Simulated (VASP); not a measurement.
# Fe in VASP: single point with PBE

Aim: the single point of Fe with PBE.

All numbers are computed with VASP 6.6.1; they aren't measurements. Logs are shortened: lines on timing, memory, paths and dates and some standing lists are left out, and cuts for length are marked.

## Step 1: The cell of the first run

The typed cell holds 1 atom: a = 3.868 Å, b = 3.868 Å, c = 2.388 Å, α = 35.91°, β = 144.09°, γ = 120.00°.

## Step 2: Single point, PBE, collinear spin, ferromagnetic start

The input, INCAR:

```
PREC = Accurate ; ENCUT = 520
EDIFF = 1E-7 ; ISMEAR = 0
SIGMA = 0.1 ; LREAL = F
LASPH = T ; NELM = 150
ALGO = Normal ; ISIF = 2
LWAVE = F ; LCHARG = T
ISPIN = 2 ; MAGMOM = 2.44
LORBIT = 11 ; LMAXMIX = 4
GGA = PE ; LELF = T
LVHAR = T ; ISYM = 0
NBANDS = 14
```

The input, KPOINTS:

```
regular mesh
0
Gamma
  9 9 39
```

The input, POSCAR:

```
Fe
1.0
    3.8679403729      0.0000000101     -0.0003683271
   -1.9339701777      3.3497346283      0.0003683271
   -1.9340513494      1.1166250672      0.8454397486
Fe
1
Direct
    0.0000000000      0.0000000000      0.0000000000
```

Potentials or basis: VASP PAW PBE potentials, release 64 (Fe).

Command:

```
$ cat potpaw_PBE.64/Fe/POTCAR > POTCAR
$ mpirun -np 1 vasp_std > vasp.out
```

OUTCAR:

```text
PREC = Accurate
   ENCUT = 520
   EDIFF = 1E-7
   ISMEAR = 0
   LREAL = F
   LASPH = T
   NELM = 150
   ISIF = 2
   ISPIN = 2
   LORBIT = 11
   GGA = PE
   ISYM = 0

 ion  position               nearest neighbor table
   1  0.000  0.000  0.000-

IMPORTANT INFORMATION: All symmetrisations will be switched off!
NOSYMM: (Re-)initialisation of all symmetry stuff for point group C_1.

----------------------------------------------------------------------------------------

                                     Primitive cell

  volume of cell :      10.9508

  direct lattice vectors                    reciprocal lattice vectors
     3.867940373  0.000000010 -0.000368327     0.258573083  0.149243871  0.394403237
    -1.933970178  3.349734628  0.000368327    -0.000037558  0.298552794 -0.394403237
    -1.934051349  1.116625067  0.845439749     0.000112667 -0.000065048  1.183160054

  length of vectors
     3.867940390  3.867940390  2.387922639     0.494659161  0.494659161  1.183160061

  position of ions in fractional coordinates (direct lattice)
     0.000000000  0.000000000  0.000000000

  ion indices of the primitive-cell ions
   primitive index   ion index
                 1           1

----------------------------------------------------------------------------------------

 KPOINTS: regular mesh

Automatic generation of k-mesh.
 Grid dimensions read from file:
 generate k-points for:    9    9   39

 Generating k-lattice:

  Cartesian coordinates                     Fractional coordinates (reciprocal lattice)
     0.028730343  0.016582652  0.043822582     0.111111111 -0.000000000 -0.000000000
    -0.000004173  0.033172533 -0.043822582     0.000000000  0.111111111  0.000000000
     0.000002889 -0.000001668  0.030337437    -0.000000000  0.000000000  0.025641026

  Length of vectors
     0.054962129  0.054962129  0.030337437

  Shift w.r.t. Gamma in fractional coordinates (k-lattice)
     0.000000000  0.000000000  0.000000000

 Subroutine IBZKPT returns following result:
 ===========================================

 Found   1580 irreducible k-points:

 Following reciprocal coordinates:
            Coordinates               Weight
  0.000000  0.000000  0.000000      1.000000
  0.111111 -0.000000  0.000000      2.000000
  0.000000  0.111111  0.000000      2.000000
  0.222222 -0.000000  0.000000      2.000000
  0.000000  0.222222  0.000000      2.000000
  0.333333 -0.000000  0.000000      2.000000
[... 16 lines left out ...]
 -0.111111  0.111111  0.000000      2.000000
  0.222222  0.222222  0.000000      2.000000
 [... further k-points ...]
   k-points           NKPTS =   1580   k-points in BZ     NKDIM =   1580   number of bands    NBANDS=     14
   number of dos      NEDOS =    301   number of ions     NIONS =      1
[... 59 lines left out ...]
  ext. energy  EPLUGINS =         0.00000000
  ---------------------------------------------------
  free energy    TOTEN  =        -8.21409966 eV

  energy without entropy =       -8.20946278  energy(sigma->0) =       -8.21178122

 E-fermi :   6.2406     XC(G=0): -13.3222

 val. band max:        6.2385726188   @ k =   0.4444   0.2222  -0.3846
 cond. band min:       6.2450417567   @ k =   0.4444   0.1111  -0.1795
 fundamental gap:      0.0064691379
 Fermi energy:         6.2406353625

 spin component 1

 k-point     1 :       0.0000    0.0000    0.0000
  band No.  band energies     occupation
      1      -2.4411      1.00000
      2       3.6203      1.00000
      3       3.6207      1.00000
      4       4.1679      1.00000
      5       5.1778      1.00000
      6       5.1781      1.00000
      7      30.8153      0.00000
      8      30.8207      0.00000
      9      32.9642      0.00000
     10      36.3886      0.00000
     11      36.3928      0.00000
     12      38.1603      0.00000
     13      39.0520      0.00000
     14      40.3016      0.00000
[... 379 lines left out ...]
      3       3.8087      1.00000
      4       4.7731      1.00000
      5       4.8509      1.00000
      6       5.1846      1.00000
      7      24.6283      0.00000
      8      27.6906      0.00000
      9      30.2725      0.00000
     10      32.3286      0.00000
     11      34.6490      0.00000
     12      36.1709      0.00000
     13      40.0607      0.00000
     14      44.5736      0.00000

 [... further k-points ...]

 spin component 2

 k-point     1 :       0.0000    0.0000    0.0000
  band No.  band energies     occupation
      1      -2.2547      1.00000
      2       5.3967      1.00000
      3       5.3977      1.00000
      4       6.2811      0.28378
      5       7.9027      0.00000
      6       7.9050      0.00000
      7      30.6147      0.00000
      8      30.6210      0.00000
      9      32.7740      0.00000
     10      36.6796      0.00000
     11      36.6851      0.00000
     12      39.3035      0.00000
     13      39.7490      0.00000
     14      40.8801      0.00000
[... 379 lines left out ...]
      3       5.7167      1.00000
      4       6.6602      0.00000
      5       7.3836      0.00000
      6       7.8952      0.00000
      7      25.1637      0.00000
      8      27.8727      0.00000
      9      30.5740      0.00000
     10      32.9840      0.00000
     11      35.2853      0.00000
     12      36.5013      0.00000
     13      40.4347      0.00000
     14      44.8963      0.00000

 [... further k-points ...]

------------------------ aborting loop because EDIFF is reached ----------------------------------------

  FORCE on cell =-STRESS in cart. coord.  units (eV):
  Direction    XX          YY          ZZ          XY          YZ          ZX
  --------------------------------------------------------------------------------------
  -------------------------------------------------------------------------------------
  Total        0.9189232      0.9182899      0.0245573     -0.0005484      0.0007881     -0.0013651
  in kB      134.4445264    134.3518726      3.5928972     -0.0802376      0.1153005     -0.1997206
  external PRESSURE =      90.7964321 kB  Pullay stress =       0.0000000 kB

 VOLUME and BASIS-vectors are now :
 -----------------------------------------------------------------------------
  energy-cutoff  :      520.00
  volume of cell :       10.95
      direct lattice vectors                 reciprocal lattice vectors
     3.867940373  0.000000010 -0.000368327     0.258573083  0.149243871  0.394403237
    -1.933970178  3.349734628  0.000368327    -0.000037558  0.298552794 -0.394403237
    -1.934051349  1.116625067  0.845439749     0.000112667 -0.000065048  1.183160054

 POSITION                                       TOTAL-FORCE (eV/Angst)
 -----------------------------------------------------------------------------------
      0.00000      0.00000      0.00000        -0.000000     -0.000000      0.000000
 -----------------------------------------------------------------------------------
    total drift:                               -0.000000     -0.000000      0.000000

  FREE ENERGIE OF THE ION-ELECTRON SYSTEM (eV)
  ---------------------------------------------------
  free  energy   TOTEN  =        -8.2140996589 eV

  energy  without entropy=       -8.2094627830  energy(sigma->0) =       -8.21178122

 total charge

# of ion       s       p       d       tot
------------------------------------------
    1        0.505   0.575   6.274   7.354

 magnetization (x)

# of ion       s       p       d       tot
------------------------------------------
    1       -0.013  -0.054   2.223   2.157
```

OSZICAR:

```text
N       E                     dE             d eps       ncg     rms          rms(c)
DAV:   1     0.218294795290E+02    0.21829E+02   -0.38188E+03 96794   0.703E+02
DAV:   2    -0.826172918868E+01   -0.30091E+02   -0.27692E+02 97252   0.129E+02
DAV:   3    -0.918287288068E+01   -0.92114E+00   -0.91288E+00107018   0.233E+01
DAV:   4    -0.918581202071E+01   -0.29391E-02   -0.29389E-02102748   0.120E+00
DAV:   5    -0.918582506894E+01   -0.13048E-04   -0.13048E-04107980   0.816E-02    0.118E+01
DAV:   6    -0.828132835925E+01    0.90450E+00   -0.94106E+00115216   0.360E+01    0.509E+00
DAV:   7    -0.822785378491E+01    0.53475E-01   -0.50624E-01109408   0.811E+00    0.324E+00
DAV:   8    -0.822120720935E+01    0.66466E-02   -0.73753E-03105678   0.501E-01    0.152E+00
DAV:   9    -0.821386620776E+01    0.73410E-02   -0.78998E-03120670   0.491E-01    0.346E-01
DAV:  10    -0.821411845890E+01   -0.25225E-03   -0.10282E-03100332   0.267E-01    0.123E-01
DAV:  11    -0.821409991430E+01    0.18545E-04   -0.14885E-04106384   0.122E-01    0.329E-02
DAV:  12    -0.821409920197E+01    0.71234E-06   -0.46821E-06105022   0.254E-02    0.916E-03
DAV:  13    -0.821410007124E+01   -0.86927E-06   -0.13648E-06 99286   0.999E-03    0.534E-03
DAV:  14    -0.821409975738E+01    0.31387E-06   -0.24820E-07 93068   0.456E-03    0.282E-03
DAV:  15    -0.821409965894E+01    0.98435E-07   -0.25893E-08 48332   0.160E-03
   1 F= -.82140997E+01 E0= -.82117812E+01  d E =-.463688E-02  mag=     2.1677
```

Run time: 10 min. Hardware: 1 thread of Intel Xeon Platinum 8559C (Emerald Rapids), shared host; peak memory 0.47 GiB.

Results:

| Quantity | Value |
| --- | --- |
| Free energy | -8.2141 eV |
| Pressure | 9.1 GPa |
| Net moment | 2.17 μB per cell |
| Site moments | Fe +2.16 μB |
| Valence electrons inside the program's atomic spheres | Fe 7.35 |

Caveat: the stress differs along the axes, from 0 to 13 GPa.
